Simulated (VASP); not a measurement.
Here is a VASP 6.6.1 calculation.

The input POSCAR:

```
SnSe
1.0
    0.0000000000      5.9543950000      5.9543950000
    5.9543950000      0.0000000000      5.9543950000
    5.9543950000      5.9543950000      0.0000000000
Sn Se
8 8
Direct
   -0.0040465068     -0.0119327824      0.0009131910
   -0.0021426190      0.0025508889      0.5003042291
    0.0033585276      0.5017241886     -0.0039851236
   -0.0039553137      0.5058519799      0.4951111742
    0.5012260691     -0.0007663247     -0.0077107750
    0.4972332202      0.0108849010      0.5004313620
    0.4917099050      0.5015150994     -0.0034562705
    0.5091319101      0.5018928875      0.4916043528
    0.2438076412      0.2480371222      0.2497503105
    0.2487741408      0.2453805130      0.7565941628
    0.2498944057      0.7596575303      0.2477213890
    0.2444361686      0.7514347805      0.7599261554
    0.7491990370      0.2526993926      0.2582023866
    0.7502520407      0.2526778959      0.7389998480
    0.7420085500      0.7496669267      0.2461407078
    0.7575787297      0.7556828192      0.7413478615
```

File INCAR.step1:

```
PREC = Accurate
ENCUT = 520
ISMEAR = -1
SIGMA = 0.02
LREAL = Auto
LASPH = T
NELM = 80
NBANDS = 94
GGA = PE
ALGO = Normal
EDIFF = 1E-4
LWAVE = T
LCHARG = F
```

Contents of INCAR.step2:

```
PREC = Accurate
ENCUT = 520
EDIFF = 1E-6
ISMEAR = -1
SIGMA = 0.02
LREAL = Auto
LASPH = T
NELM = 80
ALGO = Normal
ISIF = 2
LWAVE = F
LCHARG = T
METAGGA = R2SCAN
LMIXTAU = T
LELF = T
LVHAR = T
NBANDS = 94
ISTART = 1
```

The input KPOINTS:

```
Automatic mesh
0
Gamma
  2 2 2
```

Potentials or basis: VASP PAW PBE potentials, release 64 (Sn_d, Se).

Launch:

```bash
$ cat potpaw_PBE.64/Sn_d/POTCAR potpaw_PBE.64/Se/POTCAR > POTCAR
$ cp INCAR.step1 INCAR
$ mpirun -np 1 vasp_std > vasp.out
$ cp INCAR.step2 INCAR
$ mpirun -np 1 vasp_std > vasp.out
```

Task: Estimate the largest force.

Result: 0.395 eV/Å.

Task: What does it give for the band gap on the k mesh?

Result: 0.56 eV.

Task: Predict the pressure.

Result: 0.6 GPa.

Stress tensor (GPa, compression positive):
```
 0.58  0.06  0.01
 0.06  0.53 -0.03
 0.01 -0.03  0.62
```

Caveat: the k points lie up to 0.46 Å⁻¹ apart; the atoms stand as in a frame of molecular dynamics; the PAW data sets were made with another functional, which shifts forces and pressure a little; spin-orbit coupling is left out, which moves the levels of the heavy elements.
